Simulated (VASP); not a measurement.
# SiH4C16: single point with LDA

SiH4C16, a slab with vacuum:

```
CELL_PARAMETERS angstrom
5.04874 0.00000 0.00000
2.52437 4.37234 0.00000
0.00000 0.00000 15.67643
ATOMIC_POSITIONS crystal
H 0.16667 0.16667 0.06379
H 0.66667 0.16667 0.06379
H 0.16667 0.66667 0.06379
H 0.66667 0.66667 0.06379
C 0.16667 0.16667 0.13396
C 0.66667 0.16667 0.13396
C 0.16667 0.66667 0.13396
C 0.66667 0.66667 0.13396
C 0.83333 0.33333 0.16683
C 0.33333 0.33333 0.16683
C 0.83333 0.83333 0.16683
C 0.33333 0.83333 0.16683
C 0.83757 0.32793 0.26825
C 0.33129 0.33094 0.26178
C 0.83765 0.82754 0.26824
C 0.33293 0.83015 0.27103
C 0.99850 0.99712 0.29340
C 0.50390 0.99653 0.29532
C 0.00799 0.49235 0.29275
C 0.50387 0.49214 0.29553
Si 0.49675 0.24706 0.38805
```

| Quantity | Value |
| --- | --- |
| Program | VASP 6.6.1 |
| Task | single point |
| Functional | LDA |
| Potentials or basis | VASP PAW LDA potentials, release 64 (H, C, Si) |
| Cutoff | 520 eV |
| k mesh | 3 × 3 × 1 |
| Occupations | gaussian, width 0.05 eV |
| Spin | collinear spin |
| Starting moments | [0.0, 0.0, 0.0, 0.0, 0.0, 0.0, 0.0, 0.0, 0.0, 0.0, 0.0, 0.0, 0.0, 0.0, 0.0, 0.0, -0.21, 0.0, 0.0, 0.0, 0.08] μB |

| Property | Result |
| --- | --- |
| Largest force | 2.708 eV/Å |
| Band gap on the k mesh | 0.55 eV (least direct gap 0.56 eV) |
| Net moment | 0.00 μB per cell |
| Valence electrons inside the program's atomic spheres | H 0.68; C 2.59, 2.53, 2.58, 2.52, 2.57, 2.62, 2.56, 2.50 (each value once); Si 1.59 |

Forces in eV/Å, atoms in the order of the input:
```
H    0.004 -0.003 -0.279
H   -0.030  0.005 -0.233
H   -0.007 -0.024 -0.279
H    0.009 -0.018 -0.288
C   -0.096 -0.126  1.749
C    0.140 -0.090  1.825
C    0.058  0.128  1.758
C   -0.074  0.033  1.934
C    0.063 -0.215 -1.450
C   -0.082 -0.063 -2.706
C    0.131 -0.121 -1.460
C   -0.027 -0.124 -0.732
C    0.017  0.057  0.033
C    0.028  0.040  0.008
C    0.008  0.038  0.020
C    0.019  0.024 -0.032
C    0.044  0.060 -0.028
C    0.018  0.048  0.030
C    0.033  0.050  0.076
C    0.024  0.074  0.018
Si  -0.280  0.226  0.037
```

Levels at points of the mesh, in eV from the valence-band top:
Spin up:
```tsv
k point	band 32	band 33	band 34	band 35	band 36	band 37	band 38	band 39	band 40	band 41
(0.00, 0.00, 0.00)	-2.08	-1.07	-0.90	-0.88	-0.28	0.65	2.82	2.97	4.18	4.75
```
Spin down:
```
           k point  band 33  band 34  band 35  band 36  band 37  band 38  band 39  band 40
(0.00, 0.00, 0.00)    -1.07    -0.90    -0.88    -0.28     0.65     2.82     2.97     4.18
```

Run time: 4.3 min on 1 thread of Intel(R) Xeon(R) 6975P-C (Granite Rapids), on a shared host, peak memory 0.44 GiB.

Caveat: the k points lie up to 0.48 Å⁻¹ apart.
